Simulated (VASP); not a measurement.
Input of a VASP 6.6.1 run:

The input INCAR:

```
PREC     = Accurate       # precision mode
ENCUT    = 520            # plane-wave cutoff, eV
EDIFF    = 1E-6           # SCF threshold, eV
ISMEAR   = -1             # smearing method
SIGMA    = 0.05           # smearing width, eV
LREAL    = False          # projectors in reciprocal space
LASPH    = True           # aspherical terms in the spheres
NELM     = 60             # most SCF steps
ALGO     = Normal         # electronic algorithm
ISIF     = 2              # what is computed and relaxed
LWAVE    = False          # write WAVECAR
LCHARG   = True           # write CHGCAR
GGA      = PS             # functional
LELF     = True           # ELF
LVHAR    = True         
NBANDS   = 38             # bands
```

Contents of KPOINTS:

```
Automatic mesh
0
Gamma
  11 11 3
```

File POSCAR:

```
Rh
1.0
    2.6722103462      0.0000000000      0.0000000000
   -1.3361051731      2.3142020441      0.0000000000
    0.0000000000      0.0000000000      8.6933606735
Rh
4
Direct
    0.6666666667      0.3333333333      0.7500000000
    0.0000000000      0.0000000000      0.5000000000
    0.3333333333      0.6666666667      0.2500000000
    0.0000000000      0.0000000000      0.0000000000
```

Potentials or basis: VASP PAW PBE potentials, release 64 (Rh_pv).

Launch:

```bash
$ cat potpaw_PBE.64/Rh_pv/POTCAR > POTCAR
$ mpirun -np 1 vasp_std > vasp.out
```

**Question.** Estimate the pressure.

**Answer.** 1.9 GPa.

**Question.** What does it give for the band gap on the k mesh?

**Answer.** Zero (band 30 reaches 12.84 eV, above the bottom of band 31 at 11.14 eV).

Caveat: the PAW data sets were made with another functional, which shifts forces and pressure a little.
